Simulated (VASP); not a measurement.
# Al (R-3m) in VASP: a series of runs

The runs below take Al through single point, with PBEsol.

All numbers are computed with VASP 6.6.1; they aren't measurements. Logs are shortened: lines on timing, memory, paths and dates and some standing lists are left out, and cuts for length are marked.

### 1 The cell of the first run

Symmetry: R-3m, No. 166, trigonal system. The conventional cell has a = 4.655 Å, b = 4.655 Å, c = 2.651 Å, α = 90.00°, β = 90.00°, γ = 120.00°. Within 3.5 Å of Al (site symmetry -3m) lie 14 Al at 2.65 to 3.22 Å.

### 2 Single point, PBEsol

INCAR reads:

```
PREC = Accurate
ENCUT = 520
EDIFF = 1E-6
ISMEAR = 0
SIGMA = 0.15
LREAL = F
LASPH = T
NELM = 80
ALGO = Fast
ISIF = 2
LWAVE = F
LCHARG = T
GGA = PS
LELF = T
LVHAR = T
NBANDS = 8
```

KPOINTS reads:

```
Automatic mesh
0
Gamma
  28 28 28
```

POSCAR reads:

```
Al
1.0
   -1.6841743343      1.6073715960      1.6073715960
    1.6073715960     -1.6841743343      1.6073715960
    1.6073715960      1.6073715960     -1.6841743343
Al
1
Direct
    0.0000000000      0.0000000000      0.0000000000
```

Potentials or basis: VASP PAW PBE potentials, release 64 (Al).

Command:

```console
cat potpaw_PBE.64/Al/POTCAR > POTCAR
mpirun -np 1 vasp_std > vasp.out
```

OUTCAR:

```text
PREC = Accurate
   ENCUT = 520
   EDIFF = 1E-6
   ISMEAR = 0
   LREAL = F
   LASPH = T
   NELM = 80
   ISIF = 2
   GGA = PS

 ion  position               nearest neighbor table
   1  0.000  0.000  0.000-

  LATTYP: Found a trigonal (rhomboedric) cell.
 ALAT       =     2.8290864397
 COS(alpha) =    -0.3536531715

  Lattice vectors:

 A1 = (  -1.6841743343,   1.6073715960,   1.6073715960)
 A2 = (   1.6073715960,  -1.6841743343,   1.6073715960)
 A3 = (   1.6073715960,   1.6073715960,  -1.6841743343)

Analysis of symmetry for initial positions (statically):
=====================================================================
 Subroutine PRICEL returns:
 Original cell was already a primitive cell.

 Routine SETGRP: Setting up the symmetry group for a
 trigonal (rhombohedral) supercell.

 Subroutine GETGRP returns: Found 12 space group operations
 (whereof 12 operations were pure point group operations)
 out of a pool of 12 trial point group operations.

The static configuration has the point symmetry D_3d.

Analysis of symmetry for dynamics (positions and initial velocities):
=====================================================================
 Subroutine PRICEL returns:
 Original cell was already a primitive cell.

 Routine SETGRP: Setting up the symmetry group for a
 trigonal (rhombohedral) supercell.

 Subroutine GETGRP returns: Found 12 space group operations
 (whereof 12 operations were pure point group operations)
 out of a pool of 12 trial point group operations.

The dynamic configuration has the point symmetry D_3d.

 Subroutine INISYM returns: Found 12 space group operations
 (whereof 12 operations are pure point group operations),
 and found     1 'primitive' translations

----------------------------------------------------------------------------------------

                                     Primitive cell

  volume of cell :      16.5826

  direct lattice vectors                    reciprocal lattice vectors
    -1.684174334  1.607371596  1.607371596     0.015244877  0.319053488  0.319053488
     1.607371596 -1.684174334  1.607371596     0.319053488  0.015244877  0.319053488
     1.607371596  1.607371596 -1.684174334     0.319053488  0.319053488  0.015244877

  length of vectors
     2.829086440  2.829086440  2.829086440     0.451467234  0.451467234  0.451467234

  position of ions in fractional coordinates (direct lattice)
     0.000000000  0.000000000  0.000000000

  ion indices of the primitive-cell ions
   primitive index   ion index
                 1           1

----------------------------------------------------------------------------------------

 KPOINTS: Automatic mesh

Automatic generation of k-mesh.
 Grid dimensions read from file:
 generate k-points for:   28   28   28

 Generating k-lattice:

  Cartesian coordinates                     Fractional coordinates (reciprocal lattice)
     0.000544460  0.011394767  0.011394767     0.035714286  0.000000000  0.000000000
     0.011394767  0.000544460  0.011394767     0.000000000  0.035714286  0.000000000
     0.011394767  0.011394767  0.000544460    -0.000000000 -0.000000000  0.035714286

  Length of vectors
     0.016123830  0.016123830  0.016123830

  Shift w.r.t. Gamma in fractional coordinates (k-lattice)
     0.000000000  0.000000000  0.000000000

 Subroutine IBZKPT returns following result:
 ===========================================

 Found   2045 irreducible k-points:

 Following reciprocal coordinates:
            Coordinates               Weight
  0.000000  0.000000  0.000000      1.000000
  0.035714  0.000000  0.000000      6.000000
  0.071429  0.000000  0.000000      6.000000
  0.107143  0.000000  0.000000      6.000000
  0.142857  0.000000  0.000000      6.000000
  0.178571  0.000000  0.000000      6.000000
[... 16 lines left out ...]
  0.285714  0.035714  0.000000     12.000000
  0.321429  0.035714  0.000000     12.000000
 [... further k-points ...]
   k-points           NKPTS =   2045   k-points in BZ     NKDIM =   2045   number of bands    NBANDS=      8
   number of dos      NEDOS =    301   number of ions     NIONS =      1
   total plane-waves  NPLWV =  13824
   dimension x,y,z NGX =    24 NGY =   24 NGZ =   24
   dimension x,y,z NGXF=    48 NGYF=   48 NGZF=   48
   ions per type =               1
   NGX,Y,Z   is equivalent  to a cutoff of  14.10, 14.10, 14.10 a.u.
   NGXF,Y,Z  is equivalent  to a cutoff of  28.21, 28.21, 28.21 a.u.
 SYSTEM =  unknown system
   PREC   = accura    normal or accurate (medium, high low for compatibility)
   ISTART =      0    job   : 0-new  1-cont  2-samecut
   ICHARG =      2    charge: 1-file 2-atom 10-const
   ISPIN  =      1    spin polarized calculation?
   LNONCOLLINEAR =      F non collinear calculations
   LSORBIT =      F    spin-orbit coupling
   LASPH  =      T    aspherical Exc in radial PAW
   ENCUT  =  520.0 eV  38.22 Ry    6.18 a.u.   5.26  5.26  5.26*2*pi/ulx,y,z
   NELM   =     80;   NELMIN=  2; NELMDL= -5     # of ELM steps
   EDIFF  = 0.1E-05   stopping-criterion for ELM
   LREAL  =      F    real-space projection
   EDIFFG = 0.1E-04   stopping-criterion for IOM
   NSW    =      0    number of steps for IOM
   IBRION =     -1    ionic relax: 0-MD 1-quasi-New 2-CG
   NFREE  =      0    steps in history (QN), initial steepest desc. (CG)
   ISIF   =      2    stress and relaxation
   ISYM   =      2    0-nonsym 1-usesym 2-fastsym
   POTIM  = 0.5000    time-step for ionic-motion
   TEBEG  =    0.0;   TEEND  =   0.0 temperature during run
   PSTRESS=    0.0 pullay stress
   NELECT =       3.0000    total number of electrons
   NUPDOWN=      -1.0000    fix difference up-down
   EMIN   =  10.00;   EMAX   =-10.00  energy-range for DOS
   EFERMI =   0.00;   METHOD = LEGACY
   ISMEAR =     0;   SIGMA  =   0.15  broadening in eV -4-tet -1-fermi 0-gaus
   EFERMI_NEDOS =   21; number of points for ismear=-14 and -15
   IALGO  =     68    algorithm
   IMIX   =      4    mixing-type and parameters
     AMIX     =   0.40;   BMIX     =  1.00
     AMIX_MAG =   1.60;   BMIX_MAG =  1.00
  volume/ion in A,a.u.               =      16.58       111.90
  Fermi-wavevector in a.u.,A,eV,Ry     =   0.925901  1.749698 11.664164  0.857292
  Thomas-Fermi vector in A             =   2.051805
   LORBIT       =      0    0 simple, 1 ext, 2 COOP (PROOUT), +10 PAW based schemes
   GGA     = PS    functional components
   LHFCALC =     F    Hartree Fock is set to
   AEXX    =    0.0000 exact exchange contribution
   IVDW    =     0    specifies the selected vdW correction
   LEPSILON=     F    determine dielectric tensor
   LRPA    =     F    only Hartree local field effects (RPA)
 non-spin polarized calculation
 RMM-DIIS sequential band-by-band and
 Gauss-broadening in eV      SIGMA  =   0.15
  energy-cutoff  :      520.00
  volume of cell :       16.58
 maximum number of plane-waves:       462
 NGX is ok and might be reduce to    24

 number of electron       3.0000000 magnetization

 Free energy of the ion-electron system (eV)
  ---------------------------------------------------
  ext. energy  EPLUGINS =         0.00000000
  ---------------------------------------------------
  free energy    TOTEN  =        -3.97781058 eV

  energy without entropy =       -3.97289775  energy(sigma->0) =       -3.97535416

 E-fermi :   7.8836     XC(G=0): -10.2397

 val. band max:        7.8826254643   @ k =   0.4643   0.4643   0.4286
 cond. band min:       7.8854675780   @ k =  -0.3571  -0.4286   0.2857
 fundamental gap:      0.0028421137
 Fermi energy:         7.8835831761

 k-point     1 :       0.0000    0.0000    0.0000
  band No.  band energies     occupation
      1      -3.1957      2.00000
      2      20.4238      0.00000
      3      21.0041      0.00000
      4      21.0041      0.00000
      5      21.5444      0.00000
      6      21.5444      0.00000
      7      23.8777      0.00000
      8      24.7056      0.00000

 k-point     2 :       0.0357    0.0000    0.0000
  band No.  band energies     occupation
      1      -3.1572      2.00000
      2      20.1113      0.00000
      3      20.6771      0.00000
      4      20.7328      0.00000
      5      21.6590      0.00000
      6      21.9745      0.00000
      7      23.7719      0.00000
      8      24.2349      0.00000

 k-point     3 :       0.0714    0.0000    0.0000
  band No.  band energies     occupation
      1      -3.0418      2.00000
      2      19.4502      0.00000
      3      20.0345      0.00000
      4      20.2185      0.00000
      5      21.7192      0.00000
      6      22.5604      0.00000
      7      22.9376      0.00000
      8      23.8629      0.00000

 k-point     4 :       0.1071    0.0000    0.0000
  band No.  band energies     occupation
      1      -2.8497      2.00000
      2      18.5443      0.00000
      3      19.1931      0.00000
      4      19.6438      0.00000
      5      21.5447      0.00000
      6      22.2178      0.00000
      7      23.0429      0.00000
      8      23.5098      0.00000

 k-point     5 :       0.1429    0.0000    0.0000
  band No.  band energies     occupation
      1      -2.5812      2.00000
      2      17.2695      0.00000
      3      18.4965      0.00000
      4      19.0680      0.00000
      5      21.1198      0.00000
      6      21.6753      0.00000
      7      23.4462      0.00000
      8      23.4491      0.00000

 k-point     6 :       0.1786    0.0000    0.0000
  band No.  band energies     occupation
      1      -2.2368      2.00000
      2      15.8297      0.00000
      3      17.9227      0.00000
      4      18.5198      0.00000
      5      20.5707      0.00000
      6      21.2040      0.00000
      7      23.5936      0.00000
      8      23.8577      0.00000

 k-point     7 :       0.2143    0.0000    0.0000
  band No.  band energies     occupation
      1      -1.8170      2.00000
      2      14.3594      0.00000
      3      17.4239      0.00000
      4      18.0145      0.00000
      5      20.0055      0.00000
      6      20.7641      0.00000
      7      23.8666      0.00000
      8      24.3118      0.00000
[... 133 lines left out ...]
 k-point    20 :       0.1786    0.0357    0.0000
  band No.  band energies     occupation
      1      -1.9897      2.00000
      2      15.0612      0.00000
      3      17.6085      0.00000
      4      18.7876      0.00000
      5      19.8142      0.00000
      6      20.8616      0.00000
      7      23.2897      0.00000
      8      24.4112      0.00000

 k-point    21 :       0.2143    0.0357    0.0000
  band No.  band energies     occupation
      1      -1.5291      2.00000
      2      13.5954      0.00000
      3      17.0930      0.00000
      4      18.2298      0.00000
      5      19.3471      0.00000
      6      20.5197      0.00000
      7      23.6155      0.00000
      8      24.9370      0.00000

 k-point    22 :       0.2500    0.0357    0.0000
  band No.  band energies     occupation
      1      -0.9944      2.00000
      2      12.1607      0.00000
      3      16.6362      0.00000
      4      17.7209      0.00000
      5      18.9399      0.00000
      6      20.1919      0.00000
      7      24.0256      0.00000
      8      25.5054      0.00000

 k-point    23 :       0.2857    0.0357    0.0000
  band No.  band energies     occupation
      1      -0.3865      2.00000
      2      10.7720      0.00000
      3      16.2361      0.00000
      4      17.2696      0.00000
      5      18.5977      0.00000
      6      19.8942      0.00000
      7      24.5090      0.00000
      8      26.1220      0.00000

 k-point    24 :       0.3214    0.0357    0.0000
  band No.  band energies     occupation
      1       0.2935      2.00000
      2       9.4372      0.00000
      3      15.8921      0.00000
      4      16.8807      0.00000
      5      18.3229      0.00000
      6      19.6394      0.00000
      7      25.0549      0.00000
      8      26.7870      0.00000

 [... further k-points ...]

------------------------ aborting loop because EDIFF is reached ----------------------------------------

  FORCE on cell =-STRESS in cart. coord.  units (eV):
  Direction    XX          YY          ZZ          XY          YZ          ZX
  --------------------------------------------------------------------------------------
  -------------------------------------------------------------------------------------
  Total        0.0670244      0.0670244      0.0670244      0.2761302      0.2761302      0.2761302
  in kB        6.4757591      6.4757591      6.4757591     26.6791406     26.6791406     26.6791406
  external PRESSURE =       6.4757591 kB  Pullay stress =       0.0000000 kB

 VOLUME and BASIS-vectors are now :
 -----------------------------------------------------------------------------
  energy-cutoff  :      520.00
  volume of cell :       16.58
      direct lattice vectors                 reciprocal lattice vectors
    -1.684174334  1.607371596  1.607371596     0.015244877  0.319053488  0.319053488
     1.607371596 -1.684174334  1.607371596     0.319053488  0.015244877  0.319053488
     1.607371596  1.607371596 -1.684174334     0.319053488  0.319053488  0.015244877

 POSITION                                       TOTAL-FORCE (eV/Angst)
 -----------------------------------------------------------------------------------
      0.00000      0.00000      0.00000         0.000000      0.000000      0.000000
 -----------------------------------------------------------------------------------
    total drift:                                0.000000      0.000000      0.000000

  FREE ENERGIE OF THE ION-ELECTRON SYSTEM (eV)
  ---------------------------------------------------
  free  energy   TOTEN  =        -3.9778105769 eV

  energy  without entropy=       -3.9728977512  energy(sigma->0) =       -3.97535416
```

Run time: 2.2 min. Hardware: 1 thread of Intel Xeon Platinum 8259CL at 2.50GHz (Skylake/Cascade Lake), shared host; peak memory 0.34 GiB.

What came out:

```yaml
Free_energy: -3.9778 eV
Pressure: 0.6 GPa
Band_gap_on_the_k_mesh: zero (an odd number of electrons rules out a gap without spin polarisation)
```

Stress tensor (GPa, compression positive):
```
0.65 2.67 2.67
2.67 0.65 2.67
2.67 2.67 0.65
```

Caveat: the PAW data sets were made with another functional, which shifts forces and pressure a little.

### 3 Single point, PBEsol

This run uses another cell than the first one, of the same volume but with other edges.

INCAR reads:

```
PREC = Accurate ; ENCUT = 520
EDIFF = 1E-6 ; ISMEAR = 0
SIGMA = 0.15 ; LREAL = False
LASPH = True ; NELM = 100
ALGO = Fast ; ISIF = 2
LWAVE = False ; LCHARG = False
GGA = PS ; NBANDS = 8
```

KPOINTS reads:

```
regular mesh
0
Gamma
  28 28 28
```

POSCAR reads:

```
Al
1.0
   -1.5239986597      1.6075054355      1.6075054355
    1.6075054355     -1.5239986597      1.6075054355
    1.6075054355      1.6075054355     -1.5239986597
Al
1
Direct
    0.0000000000      0.0000000000      0.0000000000
```

Potentials or basis: VASP PAW PBE potentials, release 64 (Al).

Command:

```console
cat potpaw_PBE.64/Al/POTCAR > POTCAR
mpirun -np 1 vasp_std > vasp.out
```

Wall time 2.1 min (1 thread of Intel Xeon Platinum 8259CL at 2.50GHz (Skylake/Cascade Lake), shared host); peak memory 0.32 GiB.

Results (log left out):

```yaml
Free_energy: -3.9800 eV
Pressure: 0.6 GPa
Band_gap_on_the_k_mesh: zero (an odd number of electrons rules out a gap without spin polarisation)
```

Stress tensor (GPa, compression positive):
```
 0.62 -1.95 -1.95
-1.95  0.62 -1.95
-1.95 -1.95  0.62
```

Levels at points of the mesh, in eV from the Fermi level:
```
           k point  band 1  band 2  band 3  band 4
(0.00, 0.00, 0.00)  -11.08   12.52   12.52   13.40
(0.50, 0.00, 0.00)   -4.50   -4.29    8.42    8.67
(0.50, 0.50, 0.00)   -4.04   -3.35    6.97    7.70
(0.50, 0.50, 0.50)    1.67    1.67    2.37    3.03
```

Caveat: the PAW data sets were made with another functional, which shifts forces and pressure a little.
